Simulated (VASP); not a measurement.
# Yb (Fm-3m) in VASP: a series of runs, part 2 of 2

VASP 6.6.1. Earlier steps stand in the parts before.

## Step 4: Relaxation of cell and atoms, PBE, target pressure 84 GPa, at which the enthalpy is minimised

INCAR

```
SYSTEM = Yb
ALGO = Normal ; EDIFF = 1E-6
EDIFFG = -0.005 ; ENCUT = 600
GGA = PE ; IBRION = 2
ISIF = 3 ; ISMEAR = -1
LASPH = .True. ; LCHARG = .False.
LREAL = .False. ; LWAVE = .False.
NELM = 60 ; NSW = 60
PREC = Accurate ; PSTRESS = 840.0
SIGMA = 0.08
```

KPOINTS

```
k-points
0
Gamma
  17 17 17
  0 0 0
```

POSCAR

```
Yb
1.0
    0.0000000000      1.9369761942      1.9369761942
    1.9369761942      0.0000000000      1.9369761942
    1.9369761942      1.9369761942      0.0000000000
Yb
1
Direct
    0.0000000000      0.0000000000      0.0000000000
```

Potentials or basis: VASP PAW PBE potentials, release 64 (Yb).

Launch:

```console
$ cat potpaw_PBE.64/Yb/POTCAR > POTCAR
$ mpirun -np 1 vasp_std > vasp.out
```

OUTCAR:

```text
SYSTEM = Yb
   EDIFF = 1E-6
   EDIFFG = -0.005
   ENCUT = 600
   GGA = PE
   IBRION = 2
   ISIF = 3
   ISMEAR = -1
   LASPH = .True.
   LREAL = .False.
   NELM = 60
   NSW = 60
   PREC = Accurate
   PSTRESS = 840.0

 ion  position               nearest neighbor table
   1  0.000  0.000  0.000-

  LATTYP: Found a face centered cubic cell.
 ALAT       =     3.8739523884

  Lattice vectors:

 A1 = (   0.0000000000,   1.9369761942,   1.9369761942)
 A2 = (   1.9369761942,   0.0000000000,   1.9369761942)
 A3 = (   1.9369761942,   1.9369761942,   0.0000000000)

Analysis of symmetry for initial positions (statically):
[... 358 lines left out ...]

 number of electron      24.0000004 magnetization

 Free energy of the ion-electron system (eV)
  ---------------------------------------------------
  ext. energy  EPLUGINS =         0.00000000
  ---------------------------------------------------
  free energy    TOTEN  =        -0.93368330 eV

  energy without entropy =       -0.91095221  energy(sigma->0) =       -0.92231775

 E-fermi :   5.3168     XC(G=0): -14.4089

 val. band max:        5.3112569061   @ k =  -0.3529   0.2941   0.0588
 cond. band min:       5.3460477434   @ k =  -0.2941   0.3529   0.0588
 fundamental gap:      0.0347908373
 Fermi energy:         5.3168175981

 k-point     1 :       0.0000    0.0000    0.0000
  band No.  band energies     occupation
      1     -46.7525      2.00000
      2     -16.7522      2.00000
      3     -16.7522      2.00000
      4     -16.7522      2.00000
      5      -0.4350      2.00000
      6       3.6681      2.00000
[... 433 lines left out ...]
      3     -16.9837      2.00000
      4     -16.8102      2.00000
      5       1.0024      2.00000
      6       3.6454      2.00000
[... 8 lines left out ...]
     15       9.6020      0.00000
     16      12.8777      0.00000

 [... further k-points ...]
[... 5 lines left out ...]
  --------------------------------------------------------------------------------------
  -------------------------------------------------------------------------------------
  Total        7.6656237      7.6656237      7.6656237     -0.0000000     -0.0000000     -0.0000000
  in kB      840.4150181    840.4150181    840.4150181     -0.0000000     -0.0000000     -0.0000000
  external PRESSURE =       0.4150181 kB  Pullay stress =     840.0000000 kB
[... 20 lines left out ...]
  energy  without entropy=       -0.9109522089  energy(sigma->0) =       -0.92231775

  enthalpy is  TOTEN    =         6.7281549467 eV   P V=        7.6618382429

 reached required accuracy - stopping structural energy minimisation
```

Wall time 3.5 min (1 thread of Intel Xeon 6975P-C (Granite Rapids), shared host); peak memory 0.23 GiB.

What came out:

| Property | Result |
| --- | --- |
| Free energy | -0.9337 eV |
| Relaxed volume | 14.61 Å³/atom |
| Relaxed cell | a = 2.744 Å, b = 2.744 Å, c = 2.744 Å, α = 60.00°, β = 60.00°, γ = 60.00° |
| Space group after relaxing (to 0.05 Å) | Fm-3m (No. 225) |
| Energy change on relaxing (the enthalpy is what falls) | -42.0 meV/atom |
| Ionic steps | 10 |
| Pressure after relaxing | 84.0 GPa |
| Band gap on the k mesh | zero (band 12 reaches 6.10 eV, above the bottom of band 13 at 4.54 eV) |

The path:
| step | energy change (eV) | largest force (eV/Å) | pressure (GPa) | volume (Å³) |
| --- | --- | --- | --- | --- |
| 1 | 0.0000 | 0.0000 | 85.36 | 14.53 |
| 2 | -0.1359 | 0.0000 | 81.40 | 14.80 |
| 3 | -0.0386 | 0.0000 | 85.67 | 14.61 |
| 4 | -0.0767 | 0.0000 | 84.42 | 14.68 |
| 5 | -0.0878 | 0.0000 | 81.00 | 14.70 |
| 6 | -0.0782 | 0.0000 | 82.66 | 14.68 |
| 7 | 0.0481 | 0.0000 | 87.98 | 14.45 |
| 8 | -0.0391 | 0.0000 | 84.55 | 14.61 |
| 9 | -0.0505 | 0.0000 | 82.34 | 14.63 |
| 10 | -0.0420 | 0.0000 | 84.04 | 14.61 |

Final structure:
```
Yb
1.0
     0.00000    1.94049    1.94049
     1.94049    0.00000    1.94049
     1.94049    1.94049    0.00000
Yb
1
Direct
  0.00000 0.00000 0.00000
```

Caveat: the cell is relaxed towards a set pressure, so the enthalpy falls and the energy may rise; spin-orbit coupling is left out, which moves the levels of the heavy elements. Spin polarisation is off, so any magnetic state and its effect on volume and gap are missing.

## Step 5: Relaxation of cell and atoms, PBE, target pressure 84 GPa, at which the enthalpy is minimised

INCAR

```
  ALGO = Normal
  EDIFF = 1E-6
  EDIFFG = -0.005
  ENCUT = 600
  GGA = PE
  IBRION = 2
  ISIF = 3
  ISMEAR = -1
  LASPH = True
  LCHARG = False
  LREAL = False
  LWAVE = False
  NELM = 100
  NSW = 32
  PREC = Accurate
  PSTRESS = 840.0
  SIGMA = 0.08
```

KPOINTS

```
k-points
0
Gamma
  17 17 17
```

POSCAR

```
Yb
1.0
    0.0000000000      1.9377939063      1.9377939063
    1.9377939063      0.0000000000      1.9377939063
    1.9377939063      1.9377939063      0.0000000000
Yb
1
Direct
    0.0000000000      0.0000000000      0.0000000000
```

Potentials or basis: VASP PAW PBE potentials, release 64 (Yb).

Launch:

```console
$ cat potpaw_PBE.64/Yb/POTCAR > POTCAR
$ mpirun -np 1 vasp_std > vasp.out
```

OUTCAR:

```text
EDIFF = 1E-6
   EDIFFG = -0.005
   ENCUT = 600
   GGA = PE
   IBRION = 2
   ISIF = 3
   ISMEAR = -1
   LASPH = True
   LREAL = False
   NELM = 100
   NSW = 32
   PREC = Accurate
   PSTRESS = 840.0

 ion  position               nearest neighbor table
   1  0.000  0.000  0.000-

  LATTYP: Found a face centered cubic cell.
 ALAT       =     3.8755878126

  Lattice vectors:

 A1 = (   0.0000000000,   1.9377939063,   1.9377939063)
 A2 = (   1.9377939063,   0.0000000000,   1.9377939063)
 A3 = (   1.9377939063,   1.9377939063,   0.0000000000)

Analysis of symmetry for initial positions (statically):
=====================================================================
 Subroutine PRICEL returns:
 Original cell was already a primitive cell.

 Routine SETGRP: Setting up the symmetry group for a
 face centered cubic supercell.

 Subroutine GETGRP returns: Found 48 space group operations
 (whereof 48 operations were pure point group operations)
 out of a pool of 48 trial point group operations.

The static configuration has the point symmetry O_h .

Analysis of symmetry for dynamics (positions and initial velocities):
=====================================================================
 Subroutine PRICEL returns:
 Original cell was already a primitive cell.

 Routine SETGRP: Setting up the symmetry group for a
 face centered cubic supercell.

 Subroutine GETGRP returns: Found 48 space group operations
 (whereof 48 operations were pure point group operations)
 out of a pool of 48 trial point group operations.

The dynamic configuration has the point symmetry O_h .

 Subroutine INISYM returns: Found 48 space group operations
 (whereof 48 operations are pure point group operations),
 and found     1 'primitive' translations

----------------------------------------------------------------------------------------

[... 111 lines left out ...]
  volume/ion in A,a.u.               =      14.55        98.21
  Fermi-wavevector in a.u.,A,eV,Ry     =   1.934169  3.655049 50.899506  3.741008
  Thomas-Fermi vector in A             =   2.965521
   LORBIT       =      0    0 simple, 1 ext, 2 COOP (PROOUT), +10 PAW based schemes
   GGA     = PE    functional components
   LHFCALC =     F    Hartree Fock is set to
   AEXX    =    0.0000 exact exchange contribution
   IVDW    =     0    specifies the selected vdW correction
   LEPSILON=     F    determine dielectric tensor
   LRPA    =     F    only Hartree local field effects (RPA)
 conjugate gradient relaxation of ions
 non-spin polarized calculation
  energy-cutoff  :      600.00
  volume of cell :       14.55
 maximum number of plane-waves:       531
 NGX is ok and might be reduce to    24
   NGX = 11   NGY = 11   NGZ = 11

--------------------------------------- Ionic step        1  -------------------------------------------

 number of electron      24.0000004 magnetization

 Free energy of the ion-electron system (eV)
  ---------------------------------------------------
  ext. energy  EPLUGINS =         0.00000000
  ---------------------------------------------------
  free energy    TOTEN  =        -0.90154607 eV

  energy without entropy =       -0.87889982  energy(sigma->0) =       -0.89022295

------------------------ aborting loop because EDIFF is reached ----------------------------------------

  FORCE on cell =-STRESS in cart. coord.  units (eV):
  Direction    XX          YY          ZZ          XY          YZ          ZX
  --------------------------------------------------------------------------------------
  -------------------------------------------------------------------------------------
  Total        7.6923638      7.6923638      7.6923638      0.0000000     -0.0000000      0.0000000
  in kB      846.8717464    846.8717464    846.8717464      0.0000000     -0.0000000      0.0000000
  external PRESSURE =       6.8717464 kB  Pullay stress =     840.0000000 kB
[... 135 lines left out ...]
--------------------------------------- Ionic step        5  -------------------------------------------

 number of electron      24.0000004 magnetization

 Free energy of the ion-electron system (eV)
  ---------------------------------------------------
  ext. energy  EPLUGINS =         0.00000000
  ---------------------------------------------------
  free energy    TOTEN  =        -0.94265355 eV

  energy without entropy =       -0.91988842  energy(sigma->0) =       -0.93127099

 E-fermi :   5.3104     XC(G=0): -14.4010

 val. band max:        5.3056330929   @ k =  -0.3529   0.2941   0.0588
 cond. band min:       5.3406590673   @ k =  -0.2941   0.3529   0.0588
 fundamental gap:      0.0350259744
 Fermi energy:         5.3104022643

 k-point     1 :       0.0000    0.0000    0.0000
  band No.  band energies     occupation
      1     -46.7547      2.00000
      2     -16.7619      2.00000
      3     -16.7619      2.00000
      4     -16.7619      2.00000
      5      -0.4439      2.00000
      6       3.6652      2.00000
[... 433 lines left out ...]
      3     -16.9927      2.00000
      4     -16.8198      2.00000
      5       0.9914      2.00000
      6       3.6425      2.00000
[... 8 lines left out ...]
     15       9.5940      0.00000
     16      12.8666      0.00000

 [... further k-points ...]
[... 5 lines left out ...]
  --------------------------------------------------------------------------------------
  -------------------------------------------------------------------------------------
  Total        7.6662690      7.6662690      7.6662690      0.0000000      0.0000000      0.0000000
  in kB      839.5036525    839.5036525    839.5036525      0.0000000      0.0000000      0.0000000
  external PRESSURE =      -0.4963475 kB  Pullay stress =     840.0000000 kB
[... 20 lines left out ...]
  energy  without entropy=       -0.9198884207  energy(sigma->0) =       -0.93127099

  enthalpy is  TOTEN    =         6.7281480785 eV   P V=        7.6708016324

 reached required accuracy - stopping structural energy minimisation
```

Wall time 96 s (1 thread of Intel Xeon 6975P-C (Granite Rapids), shared host); peak memory 0.2 GiB.

What came out:

| Item | Value |
| --- | --- |
| Free energy | -0.9427 eV |
| Relaxed volume | 14.63 Å³/atom |
| Relaxed cell | a = 2.745 Å, b = 2.745 Å, c = 2.745 Å, α = 60.00°, β = 60.00°, γ = 60.00° |
| Space group after relaxing (to 0.05 Å) | Fm-3m (No. 225) |
| Energy change on relaxing (the enthalpy is what falls) | -41.1 meV/atom |
| Ionic steps | 5 |
| Pressure after relaxing | 84.0 GPa |
| Band gap on the k mesh | zero (band 12 reaches 6.09 eV, above the bottom of band 13 at 4.54 eV) |

Step by step:
| step | energy change (eV) | largest force (eV/Å) | pressure (GPa) | volume (Å³) |
| --- | --- | --- | --- | --- |
| 1 | 0.0000 | 0.0000 | 84.69 | 14.55 |
| 2 | -0.0691 | 0.0000 | 82.78 | 14.68 |
| 3 | -0.0400 | 0.0000 | 84.17 | 14.63 |
| 4 | -0.0436 | 0.0000 | 83.61 | 14.64 |
| 5 | -0.0411 | 0.0000 | 83.95 | 14.63 |

Final structure:
```cif
data_structure
_symmetry_space_group_name_H-M 'P 1'
_symmetry_Int_Tables_number 1
_cell_length_a 2.7453
_cell_length_b 2.7453
_cell_length_c 2.7453
_cell_angle_alpha 60.000
_cell_angle_beta 60.000
_cell_angle_gamma 60.000
_cell_volume 14.63
loop_
_atom_site_label
_atom_site_type_symbol
_atom_site_fract_x
_atom_site_fract_y
_atom_site_fract_z
_atom_site_occupancy
Yb1 Yb 0.00000 0.00000 0.00000 1
```

Caveat: the cell is relaxed towards a set pressure, so the enthalpy falls and the energy may rise; spin-orbit coupling is left out, which moves the levels of the heavy elements.

## Step 6: Overview

| task | cell | cutoff (eV) | gap on the mesh (eV) | pressure (GPa) |
| --- | --- | --- | --- | --- |
| single point | a = 2.740 Å, angles 60.0°, 1 atom | 520 | none | 85.1 |
| relaxation of cell and atoms | relaxed to 84 GPa from a = 2.739 Å, angles 60.0°, 1 atom | 600 | none | 84.0 |
| relaxation of cell and atoms | relaxed to 84 GPa from a = 2.740 Å, angles 60.0°, 1 atom | 600 | none | 84.0 |

Alike in all rows: level PBE; potentials or basis VASP PAW PBE potentials, release 64 (Yb); no spin polarisation; k mesh 17 × 17 × 17; smearing fermi-dirac 0.08 eV.

Caveats: spin-orbit coupling is left out, which moves the levels of the heavy elements; the cell is relaxed towards a set pressure, so the enthalpy falls and the energy may rise (some runs).

Absolute energies hang on the potentials; compare differences alone.
